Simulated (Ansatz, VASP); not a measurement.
## One calculation of MoSe, two programs

Contents of INCAR:

```
PREC     = Accurate       # precision mode
ENCUT    = 520            # plane-wave cutoff, eV
EDIFF    = 1E-7           # SCF threshold, eV
ISMEAR   = 0              # smearing method
SIGMA    = 0.1            # smearing width, eV
LREAL    = False          # projectors in reciprocal space
LASPH    = True           # aspherical terms in the spheres
NELM     = 150            # most SCF steps
ALGO     = Normal         # electronic algorithm
ISIF     = 2              # what is computed and relaxed
LWAVE    = False          # write WAVECAR
LCHARG   = True           # write CHGCAR
ISPIN    = 2              # spin polarisation
MAGMOM   = 3.5 0          # initial moments
LORBIT   = 11             # projections on sites
LMAXMIX  = 4              # l up to which the mixer works
GGA      = PE             # functional
LELF     = True           # ELF
LVHAR    = True         
NBANDS   = 21             # bands
```

Contents of KPOINTS:

```
Automatic mesh
0
Gamma
  14 14 14
```

The input POSCAR:

```
MoSe
1.0
    0.0000000000      2.5748859346      2.5748859346
    2.5748859346      0.0000000000      2.5748859346
    2.5748859346      2.5748859346      0.0000000000
Mo Se
1 1
Direct
    0.0000000000      0.0000000000      0.0000000000
    0.5000000000      0.5000000000      0.5000000000
```

Input for Ansatz:

```yaml
crystal:
  lattice:
    - [0.0, 2.5748859346, 2.5748859346]
    - [2.5748859346, 0.0, 2.5748859346]
    - [2.5748859346, 2.5748859346, 0.0]
  atoms:
    - { symbol: Mo, position: [0.0, 0.0, 0.0], spin: 3.5 }
    - { symbol: Se, position: [0.5, 0.5, 0.5] }
basis:
  ecutwfc: 420
kpoints:
  mp_grid: { grid: [14, 14, 14] }
hamiltonian:
  xc: pbe
scf:
  occupations: { method: gaussian, width: 0.1 }
  lower_state_search: "off"
output:
  forces: true
  stress: true
  eigenvalues: true
  populations: true
magnetization:
  spin_polarized: true
```

Alike in both runs: task single point; functional PBE; k mesh 14 × 14 × 14; occupations gaussian, width 0.1 eV; collinear spin.

```csv
,VASP,Ansatz
version,VASP 6.6.1,Ansatz 0.2.0
potentials or method,"VASP PAW PBE potentials, release 64 (Mo_sv, Se), cutoff 520 eV","scalar-relativistic, plane waves, PAW"
valence electrons in the cell,20,30
```

```tsv
	VASP	Ansatz	Ansatz less VASP
gap on the k mesh at the Fermi level (eV)	none	none	-
pressure (GPa)	6.6	6.3	-0.30
net moment per atom (μB)	0.00	0.00	-0.001
```

A gap of «none» marks a metal or a gap that the smearing closes. VASP's potentials hold 20 valence electrons a cell and Ansatz's 30, so a difference there can come from the potentials and not from the codes. Ansatz's warnings: seeded moment not kept.
